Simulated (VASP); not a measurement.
# HfN: relaxation of cell and atoms with LDA+U

The system is HfN.

```
Hf N
1.0
     0.00000    2.45482    2.45482
     2.45482    0.00000    2.45482
     2.45482    2.45482    0.00000
Hf N
1 1
Direct
  0.00000 0.00000 0.00000
  0.25000 0.25000 0.25000
```

- Program: VASP 6.6.1
- Task: relaxation of cell and atoms
- Functional: LDA
- Potentials or basis: VASP PAW LDA potentials, release 64 (Hf_pv, N)
- Cutoff: 600 eV
- k mesh: 9 × 9 × 9
- Occupations: fermi-dirac, width 0.05 eV
- Spin: no spin polarisation
- Hubbard terms: Hf d U = 5.0 eV
- Dipole correction: no
- Further INCAR settings: ALGO = Normal; EDIFF = 1e-06; IBRION = 2; EDIFFG = -0.01; NSW = 60; ISIF = 3

```json
{
 "Relaxed volume": "15.14 Å³/atom",
 "Relaxed cell": "a = 3.499 Å, b = 3.499 Å, c = 3.499 Å, α = 60.00°, β = 60.00°, γ = 60.00°",
 "Space group after relaxing (to 0.05 Å)": "F-43m (No. 216)",
 "Energy gained by relaxing": "5.0 meV/atom",
 "Ionic steps": "3",
 "Pressure after relaxing": "-0.1 GPa"
}
```

Step by step:
```
step  energy change (eV)  largest force (eV/Å)  pressure (GPa)  volume (Å³)
   1              0.0000                0.0000            4.72        29.59
   2              0.0182                0.0000           -7.15        31.49
   3             -0.0099                0.0000           -0.06        30.28
```

Final structure:
```
Hf N
1.0
     0.00000    2.47393    2.47393
     2.47393    0.00000    2.47393
     2.47393    2.47393    0.00000
Hf N
1 1
Direct
  0.00000 0.00000 0.00000
  0.25000 0.25000 0.25000
```

Levels at points of the mesh, in eV from the Fermi level:
```csv
k point,band 4,band 5,band 6,band 7,band 8,band 9,band 10,band 11
"(0.00, 0.00, 0.00)",-16.13,-5.30,-5.30,-5.30,-1.19,2.94,2.94,6.42
```

Eigenvalues of the final occupation matrices:
| site | spin | trace | eigenvalues |
| --- | --- | --- | --- |
| site 1 d | 1 | 0.75 | 0.07 0.07 0.20 0.20 0.20 |
| site 1 d | 2 | 0.75 | 0.07 0.07 0.20 0.20 0.20 |

It took 25 s on 1 thread of AMD EPYC 7R13 Processor (Zen 3) (shared host), peak memory 0.13 GiB.

Caveat: spin-orbit coupling is left out, which moves the levels of the heavy elements; U without spin polarisation on a metal has little footing.
